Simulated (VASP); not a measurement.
Wanted: the native input for a VASP 6.6.1 run.

| Quantity | Value |
| --- | --- |
| Task | single point |
| Functional | PBE |
| Potentials or basis | VASP PAW PBE potentials, release 64 (Mn_pv, O) |
| Cutoff | 520 eV |
| k mesh | 10 × 10 × 6 |
| Occupations | gaussian, width 0.05 eV |
| Spin | collinear spin, ferrimagnetic start |
| Starting moments | [3.16, -0.16, -0.16] μB |
| Hubbard terms | Mn d U = 3.9 eV |
| Dipole correction | no |
| Further INCAR settings | ALGO = Normal; EDIFF = 1e-06; NBANDS = 24 |

The structure of MnO2 lies in POSCAR:

```
MnO2
1.0
    2.9259505216      0.0000000000      0.0000000000
   -1.4629752608      2.5339474819      0.0000000000
    0.0000000000      0.0000000000      5.6025006584
Mn O
1 2
Direct
    0.0000000000      0.0000000000      0.0000000000
    0.3333333333      0.6666666667      0.1695067675
    0.6666666667      0.3333333333      0.8304932325
```

The input as run:

INCAR

```
SYSTEM = MnO2
PREC = Accurate
ENCUT = 520
EDIFF = 1E-6
ISMEAR = 0
SIGMA = 0.05
LREAL = .FALSE.
LASPH = .TRUE.
NELM = 150
ALGO = Normal
ISIF = 2
LWAVE = .FALSE.
LCHARG = .FALSE.
ISPIN = 2
MAGMOM = 3.16 -0.16 -0.16
LORBIT = 11
LMAXMIX = 4
LDAU = .TRUE.
LDAUTYPE = 2
LDAUL = 2 -1
LDAUU = 3.9 0
LDAUJ = 0 0
LDAUPRINT = 1
GGA = PE
NBANDS = 24
```

KPOINTS

```
Automatic mesh
0
G
  10 10 6
  0 0 0
```

Potentials or basis: VASP PAW PBE potentials, release 64 (Mn_pv, O).

Launch:

```bash
$ cat potpaw_PBE.64/Mn_pv/POTCAR potpaw_PBE.64/O/POTCAR > POTCAR
$ mpirun -np 1 vasp_std > vasp.out
```

Results of the run:

```
Pressure                                              : 0.0 GPa
Largest force                                         : 0.087 eV/Å
Band gap on the k mesh                                : 1.84 eV, indirect (least direct gap 2.01 eV)
Net moment                                            : 3.00 μB per cell
Site moments                                          : Mn +3.25; O -0.13 μB
Valence electrons inside the program's atomic spheres : Mn 11.59; O 4.98
```

Caveat: a cell with one magnetic atom can't hold antiferromagnetic order, which such compounds often take.

It took 5.2 min on 1 thread of AMD EPYC 7571, on a shared host, peak memory 0.22 GiB.
